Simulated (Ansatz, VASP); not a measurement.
SnSe: VASP beside Ansatz

```
CELL_PARAMETERS angstrom
0.06020 3.04010 3.04010
3.04010 0.06020 3.04010
3.04010 3.04010 0.06020
ATOMIC_POSITIONS crystal
Sn 0.00000 0.00000 0.00000
Se 0.50000 0.50000 0.50000
```

Change from the starting cell: equal xy, yz and zx shear strains of +2 %, crystal datasets.

Alike in both runs: task electric field gradients; functional PBE; k mesh 9 × 9 × 9; occupations fermi-dirac, width 0.02 eV; no spin polarisation.

|  | VASP | Ansatz |
| --- | --- | --- |
| version | VASP 6.6.1 | Ansatz 0.2.0 |
| potentials or method | VASP PAW PBE potentials, release 64 (Sn_d, Se), cutoff 520 eV | all-electron PAW with datasets made for the crystal, scalar-relativistic |

|  | VASP | Ansatz | Ansatz less VASP |
| --- | --- | --- | --- |
| pressure (GPa) | 1.0 | 1.0 | -0.01 |
| traceless stress, the component that is largest in VASP (GPa) | -0.38 | -0.38 | -0.001 |
| size of Vzz on the site where it differs most (V/Å²) | 0.4 | 1.2 | +0.84 |

Ansatz ran all-electron here, and VASP with PAW potentials.
